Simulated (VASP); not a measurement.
# CoSi2 (Fm-3m) in VASP: notebook

CoSi2 is run at these levels: PBE+U, PBE; tasks: single point.

Everything below comes from runs of VASP 6.6.1. Logs are shortened: lines on timing, memory, paths and dates and some standing lists are left out, and cuts for length are marked.

### Step 1. The cell of the first run

It takes space group Fm-3m (No. 225, cubic). The conventional cell has a = 5.365 Å, b = 5.365 Å, c = 5.365 Å, α = 90.00°, β = 90.00°, γ = 90.00°. Co (site symmetry m-3m) has 8 Si at 2.32 Å within 3.1 Å. Si (site symmetry -43m) has 4 Co at 2.32 Å and 6 Si at 2.68 Å within 3.1 Å.

### Step 2. Single point, PBE+U

Input file INCAR:

```
SYSTEM = CoSi2
ALGO = Normal
EDIFF = 1E-6
ENCUT = 520
GGA = PE
ISIF = 2
ISMEAR = 1
LASPH = .True.
LCHARG = .False.
LDAU = .True.
LDAUJ = 0 0
LDAUL = 2 -1
LDAUPRINT = 1
LDAUTYPE = 2
LDAUU = 6.4 0
LMAXMIX = 4
LREAL = .False.
LWAVE = .False.
NBANDS = 16
NELM = 150
PREC = Accurate
SIGMA = 0.29
```

Input file KPOINTS:

```
k-points
0
Gamma
  6 6 6
  0 0 0
```

Input file POSCAR:

```
CoSi2
1.0
    0.0000000000      2.6825000000      2.6825000000
    2.6825000000      0.0000000000      2.6825000000
    2.6825000000      2.6825000000      0.0000000000
Co Si
1 2
Direct
    0.0000000000      0.0000000000      0.0000000000
    0.2500000000      0.2500000000      0.2500000000
    0.7500000000      0.7500000000      0.7500000000
```

Potentials or basis: VASP PAW PBE potentials, release 64 (Co, Si).

The run is started by

```
$ cat potpaw_PBE.64/Co/POTCAR potpaw_PBE.64/Si/POTCAR > POTCAR
$ mpirun -np 1 vasp_std > vasp.out
```

OUTCAR:

```text
SYSTEM = CoSi2
   EDIFF = 1E-6
   ENCUT = 520
   GGA = PE
   ISIF = 2
   ISMEAR = 1
   LASPH = .True.
   LREAL = .False.
   NELM = 150
   PREC = Accurate

 ion  position               nearest neighbor table
   1  0.000  0.000  0.000-   3 2.32   3 2.32   3 2.32   2 2.32   3 2.32   2 2.32   2 2.32   2 2.32

   2  0.250  0.250  0.250-   1 2.32   1 2.32   1 2.32   1 2.32   3 2.68   3 2.68   3 2.68   3 2.68
                             3 2.68   3 2.68
   3  0.750  0.750  0.750-   1 2.32   1 2.32   1 2.32   1 2.32   2 2.68   2 2.68   2 2.68   2 2.68
                             2 2.68   2 2.68

  LATTYP: Found a face centered cubic cell.
 ALAT       =     5.3650000000

  Lattice vectors:

 A1 = (   0.0000000000,   2.6825000000,   2.6825000000)
 A2 = (   2.6825000000,   0.0000000000,   2.6825000000)
 A3 = (   2.6825000000,   2.6825000000,   0.0000000000)

Analysis of symmetry for initial positions (statically):
=====================================================================
 Subroutine PRICEL returns:
 Original cell was already a primitive cell.

 Routine SETGRP: Setting up the symmetry group for a
 face centered cubic supercell.

 Subroutine GETGRP returns: Found 48 space group operations
 (whereof 48 operations were pure point group operations)
 out of a pool of 48 trial point group operations.

The static configuration has the point symmetry O_h .

Analysis of symmetry for dynamics (positions and initial velocities):
=====================================================================
 Subroutine PRICEL returns:
 Original cell was already a primitive cell.

 Routine SETGRP: Setting up the symmetry group for a
 face centered cubic supercell.

 Subroutine GETGRP returns: Found 48 space group operations
 (whereof 48 operations were pure point group operations)
 out of a pool of 48 trial point group operations.

The dynamic configuration has the point symmetry O_h .

 Subroutine INISYM returns: Found 48 space group operations
 (whereof 48 operations are pure point group operations),
 and found     1 'primitive' translations

----------------------------------------------------------------------------------------

                                     Primitive cell

  volume of cell :      38.6055

  direct lattice vectors                    reciprocal lattice vectors
     0.000000000  2.682500000  2.682500000    -0.186393290  0.186393290  0.186393290
     2.682500000  0.000000000  2.682500000     0.186393290 -0.186393290  0.186393290
     2.682500000  2.682500000  0.000000000     0.186393290  0.186393290 -0.186393290

  length of vectors
     3.793627881  3.793627881  3.793627881     0.322842648  0.322842648  0.322842648

  position of ions in fractional coordinates (direct lattice)
     0.000000000  0.000000000  0.000000000
     0.250000000  0.250000000  0.250000000
     0.750000000  0.750000000  0.750000000

  ion indices of the primitive-cell ions
   primitive index   ion index
                 1           1
                 2           2
                 3           3

----------------------------------------------------------------------------------------

 KPOINTS: k-points

Automatic generation of k-mesh.
 Grid dimensions read from file:
 generate k-points for:    6    6    6

 Generating k-lattice:
[... 36 lines left out ...]
   number of dos      NEDOS =    301   number of ions     NIONS =      3
   total plane-waves  NPLWV =  21952
   dimension x,y,z NGX =    28 NGY =   28 NGZ =   28
   dimension x,y,z NGXF=    56 NGYF=   56 NGZF=   56
   ions per type =               1   2
   NGX,Y,Z   is equivalent  to a cutoff of  12.27, 12.27, 12.27 a.u.
   NGXF,Y,Z  is equivalent  to a cutoff of  24.54, 24.54, 24.54 a.u.
 SYSTEM =  CoSi2
   PREC   = accura    normal or accurate (medium, high low for compatibility)
   ISTART =      0    job   : 0-new  1-cont  2-samecut
   ICHARG =      2    charge: 1-file 2-atom 10-const
   ISPIN  =      1    spin polarized calculation?
   LNONCOLLINEAR =      F non collinear calculations
   LSORBIT =      F    spin-orbit coupling
   LASPH  =      T    aspherical Exc in radial PAW
   ENCUT  =  520.0 eV  38.22 Ry    6.18 a.u.   7.05  7.05  7.05*2*pi/ulx,y,z
   NELM   =    150;   NELMIN=  2; NELMDL= -5     # of ELM steps
   EDIFF  = 0.1E-05   stopping-criterion for ELM
   LREAL  =      F    real-space projection
   EDIFFG = 0.1E-04   stopping-criterion for IOM
   NSW    =      0    number of steps for IOM
   IBRION =     -1    ionic relax: 0-MD 1-quasi-New 2-CG
   NFREE  =      0    steps in history (QN), initial steepest desc. (CG)
   ISIF   =      2    stress and relaxation
   ISYM   =      2    0-nonsym 1-usesym 2-fastsym
   POTIM  = 0.5000    time-step for ionic-motion
   TEBEG  =    0.0;   TEEND  =   0.0 temperature during run
   PSTRESS=    0.0 pullay stress
   NELECT =      17.0000    total number of electrons
   NUPDOWN=      -1.0000    fix difference up-down
   EMIN   =  10.00;   EMAX   =-10.00  energy-range for DOS
   EFERMI =   0.00;   METHOD = LEGACY
   ISMEAR =     1;   SIGMA  =   0.29  broadening in eV -4-tet -1-fermi 0-gaus
   EFERMI_NEDOS =   21; number of points for ismear=-14 and -15
   IALGO  =     38    algorithm
   IMIX   =      4    mixing-type and parameters
     AMIX     =   0.40;   BMIX     =  1.00
     AMIX_MAG =   1.60;   BMIX_MAG =  1.00
  volume/ion in A,a.u.               =      12.87        86.84
  Fermi-wavevector in a.u.,A,eV,Ry     =   1.245493  2.353641 21.106087  1.551254
  Thomas-Fermi vector in A             =   2.379713
   LORBIT       =      0    0 simple, 1 ext, 2 COOP (PROOUT), +10 PAW based schemes
 LDA+U is selected, type is set to LDAUTYPE =  2
   angular momentum for each species LDAUL =     2   -1
   U (eV)           for each species LDAUU =   6.4  0.0
   J (eV)           for each species LDAUJ =   0.0  0.0
   GGA     = PE    functional components
   LHFCALC =     F    Hartree Fock is set to
   AEXX    =    0.0000 exact exchange contribution
   IVDW    =     0    specifies the selected vdW correction
   LEPSILON=     F    determine dielectric tensor
   LRPA    =     F    only Hartree local field effects (RPA)
 non-spin polarized calculation
 Methfessel and Paxton  Order N= 1 SIGMA  =   0.29
  energy-cutoff  :      520.00
  volume of cell :       38.61
 maximum number of plane-waves:      1056
   NGX = 15   NGY = 15   NGZ = 15

atom =   1  type =  1  l = 2

 onsite density matrix

spin component  1

  0.7548 -0.0000 -0.0000  0.0000 -0.0000
 -0.0000  0.7548  0.0000  0.0000  0.0000
 -0.0000  0.0000  0.8594  0.0000 -0.0000
  0.0000  0.0000  0.0000  0.7548 -0.0000
 -0.0000  0.0000 -0.0000 -0.0000  0.8594

spin component  2

  0.7548 -0.0000 -0.0000  0.0000 -0.0000
 -0.0000  0.7548  0.0000  0.0000  0.0000
 -0.0000  0.0000  0.8594  0.0000 -0.0000
  0.0000  0.0000  0.0000  0.7548 -0.0000
 -0.0000  0.0000 -0.0000 -0.0000  0.8594

 occupancies and eigenvectors

  o =  0.7548  v =  0.0000  0.1716  0.0000  0.9852  0.0000  0.0000  0.0000  0.0000  0.0000  0.0000      0.0000  0.0000  0.0000  0.0000  0.0000  0.0000  0.0000  0.0000  0.0000  0.0000
  o =  0.7548  v =  0.0000  0.0000  0.0000  0.0000  0.0000  0.0000  0.1716  0.0000  0.9852  0.0000      0.0000  0.0000  0.0000  0.0000  0.0000  0.0000  0.0000  0.0000  0.0000  0.0000
  o =  0.7548  v =  0.0000 -0.9852  0.0000  0.1716  0.0000  0.0000  0.0000  0.0000  0.0000  0.0000      0.0000  0.0000  0.0000  0.0000  0.0000  0.0000  0.0000  0.0000  0.0000  0.0000
  o =  0.7548  v =  0.0000  0.0000  0.0000  0.0000  0.0000  0.0000 -0.9852  0.0000  0.1716  0.0000      0.0000  0.0000  0.0000  0.0000  0.0000  0.0000  0.0000  0.0000  0.0000  0.0000
  o =  0.7548  v =  0.0000  0.0000  0.0000  0.0000  0.0000  1.0000  0.0000  0.0000  0.0000  0.0000      0.0000  0.0000  0.0000  0.0000  0.0000  0.0000  0.0000  0.0000  0.0000  0.0000
  o =  0.7548  v =  1.0000  0.0000  0.0000  0.0000  0.0000  0.0000  0.0000  0.0000  0.0000  0.0000      0.0000  0.0000  0.0000  0.0000  0.0000  0.0000  0.0000  0.0000  0.0000  0.0000
  o =  0.8594  v =  0.0000  0.0000  0.0000  0.0000  0.0000  0.0000 -0.0000 -0.9884  0.0000 -0.1518      0.0000  0.0000  0.0000  0.0000  0.0000  0.0000  0.0000  0.0000  0.0000  0.0000
  o =  0.8594  v =  0.0000 -0.0000 -0.9884  0.0000 -0.1518  0.0000  0.0000  0.0000  0.0000  0.0000      0.0000  0.0000  0.0000  0.0000  0.0000  0.0000  0.0000  0.0000  0.0000  0.0000
  o =  0.8594  v =  0.0000  0.0000 -0.1518 -0.0000  0.9884  0.0000  0.0000  0.0000  0.0000  0.0000      0.0000  0.0000  0.0000  0.0000  0.0000  0.0000  0.0000  0.0000  0.0000  0.0000
  o =  0.8594  v =  0.0000  0.0000  0.0000  0.0000  0.0000  0.0000  0.0000 -0.1518 -0.0000  0.9884      0.0000  0.0000  0.0000  0.0000  0.0000  0.0000  0.0000  0.0000  0.0000  0.0000

 number of electron      16.9999994 magnetization

 Free energy of the ion-electron system (eV)
  ---------------------------------------------------
  ext. energy  EPLUGINS =         0.00000000
  ---------------------------------------------------
  free energy    TOTEN  =       -13.84221829 eV

  energy without entropy =      -13.83755928  energy(sigma->0) =      -13.84066529

 E-fermi :   9.8190     XC(G=0): -11.6925

 val. band max:        9.5577179417   @ k =   0.5000   0.0000   0.0000
 cond. band min:       9.8616769379   @ k =  -0.3333   0.1667   0.0000
 fundamental gap:      0.3039589963
 Fermi energy:         9.8189889784

 k-point     1 :       0.0000    0.0000    0.0000
  band No.  band energies     occupation
      1      -3.0925      2.00000
      2       5.5423      2.00000
      3       5.5423      2.00000
      4       5.5423      2.00000
      5       7.0891      2.00000
      6       7.0891      2.00000
[... 281 lines left out ...]
      3       3.2521      2.00000
      4       4.7571      2.00000
      5       7.0453      2.00000
      6       7.5246      2.00000
[... 8 lines left out ...]
     15      20.5527      0.00000
     16      21.7299      0.00000

------------------------ aborting loop because EDIFF is reached ----------------------------------------

  FORCE on cell =-STRESS in cart. coord.  units (eV):
  Direction    XX          YY          ZZ          XY          YZ          ZX
  --------------------------------------------------------------------------------------
  -------------------------------------------------------------------------------------
  Total       -1.9690164     -1.9690164     -1.9690164     -0.0000000      0.0000000      0.0000000
  in kB      -81.7166826    -81.7166826    -81.7166826     -0.0000000      0.0000000      0.0000000
  external PRESSURE =     -81.7166826 kB  Pullay stress =       0.0000000 kB

 VOLUME and BASIS-vectors are now :
 -----------------------------------------------------------------------------
  energy-cutoff  :      520.00
  volume of cell :       38.61
      direct lattice vectors                 reciprocal lattice vectors
     0.000000000  2.682500000  2.682500000    -0.186393290  0.186393290  0.186393290
     2.682500000  0.000000000  2.682500000     0.186393290 -0.186393290  0.186393290
     2.682500000  2.682500000  0.000000000     0.186393290  0.186393290 -0.186393290

 POSITION                                       TOTAL-FORCE (eV/Angst)
 -----------------------------------------------------------------------------------
      0.00000      0.00000      0.00000         0.000000     -0.000000      0.000000
      1.34125      1.34125      1.34125         0.000000      0.000000      0.000000
      4.02375      4.02375      4.02375        -0.000000     -0.000000     -0.000000
 -----------------------------------------------------------------------------------
    total drift:                               -0.000000     -0.000000      0.000000

  FREE ENERGIE OF THE ION-ELECTRON SYSTEM (eV)
  ---------------------------------------------------
  free  energy   TOTEN  =       -13.8422182876 eV

  energy  without entropy=      -13.8375592845  energy(sigma->0) =      -13.84066529
```

Wall time 17 s (1 thread of AMD EPYC 7R13, shared host); peak memory 0.13 GiB.

Results:

| Property | Result |
| --- | --- |
| Free energy | -13.8422 eV |
| Pressure | -8.2 GPa |

Eigenvalues of the final occupation matrices:
```csv
site,spin,trace,eigenvalues
site 1 d,1,3.98,0.75 0.75 0.75 0.86 0.86
site 1 d,2,3.98,0.75 0.75 0.75 0.86 0.86
```

Caveat: U without spin polarisation on a metal has little footing; the U is typed as a test and isn't derived for this compound.

### Step 3. Single point, PBE

This run uses another cell than the first one, of 15.44 Å³/atom, 1.200 times its volume.

Input file INCAR:

```
SYSTEM = CoSi2
PREC = Accurate ; ENCUT = 600
EDIFF = 1E-6 ; ISMEAR = 0
SIGMA = 0.1 ; LREAL = .FALSE.
LASPH = .TRUE. ; NELM = 120
ALGO = Normal ; ISIF = 2
LWAVE = .FALSE. ; LCHARG = .FALSE.
GGA = PE ; NBANDS = 16
GGA_COMPAT = .FALSE.
```

Input file KPOINTS:

```
Automatic mesh
0
Gamma
  1 1 1
  0.5 0.5 0.5
```

Input file POSCAR:

```
CoSi2
1.0
    0.0000000000      2.8505816118      2.8505816118
    2.8505816118      0.0000000000      2.8505816118
    2.8505816118      2.8505816118      0.0000000000
Co Si
1 2
Direct
    0.0000000000      0.0000000000      0.0000000000
    0.2500000000      0.2500000000      0.2500000000
    0.7500000000      0.7500000000      0.7500000000
```

Potentials or basis: VASP PAW PBE potentials, release 64 (Co, Si).

The run is started by

```
$ cat potpaw_PBE.64/Co/POTCAR potpaw_PBE.64/Si/POTCAR > POTCAR
$ mpirun -np 1 vasp_std > vasp.out
```

Run time: 4.7 s. Hardware: 1 thread of Intel Xeon 6975P-C (Granite Rapids), shared host; peak memory 0.17 GiB.

Results (log left out):

| Property | Result |
| --- | --- |
| Free energy | -15.2130 eV |
| Pressure | -21.2 GPa |

Levels at points of the mesh, in eV from the Fermi level:
```csv
k point,band 7,band 8,band 9,band 10,band 11,band 12
"(0.50, 0.50, 0.50)",-1.04,-0.05,-0.05,2.39,3.08,3.08
```

Caveat: the k points lie up to 1.91 Å⁻¹ apart. Spin polarisation is off, so any magnetic state and its effect on volume and gap are missing.
